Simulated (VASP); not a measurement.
Pt: single point with PBEsol

The system is Pt.

```xyz
1
Lattice="0.0000 1.9589 1.9589 1.9589 0.0000 1.9589 1.9589 1.9589 0.0000" Properties=species:S:1:pos:R:3 pbc="T T T"
Pt    0.0000    0.0000    0.0000
```

| Property | Result |
| --- | --- |
| Program | VASP 6.6.1 |
| Task | single point |
| Functional | PBEsol |
| Potentials or basis | VASP PAW PBE potentials, release 64 (Pt) |
| Cutoff | 500 eV |
| k mesh | 14 × 14 × 14 |
| Occupations | fermi-dirac, width 0.05 eV |
| Spin | no spin polarisation |

The pressure is -0.4 GPa and the band gap on the k mesh is zero (band 5 reaches 11.66 eV, above the bottom of band 6 at 9.41 eV).

Levels at points of the mesh, in eV from the Fermi level:
```tsv
k point	band 3	band 4	band 5	band 6	band 7	band 8
(0.00, 0.00, 0.00)	-3.82	-3.82	-1.62	-1.62	14.62	19.60
(0.50, 0.00, 0.00)	-3.87	-0.55	0.06	0.06	5.84	14.18
(0.50, 0.50, 0.00)	0.03	0.51	0.51	1.71	8.87	11.35
```

Wall time 16 s on 1 thread of Intel(R) Xeon(R) Platinum 8259CL CPU @ 2.50GHz (Skylake/Cascade Lake), with other jobs on the host, peak memory 0.14 GiB.

Caveat: the PAW data sets were made with another functional, which shifts forces and pressure a little; spin-orbit coupling is left out, which moves the levels of the heavy elements.
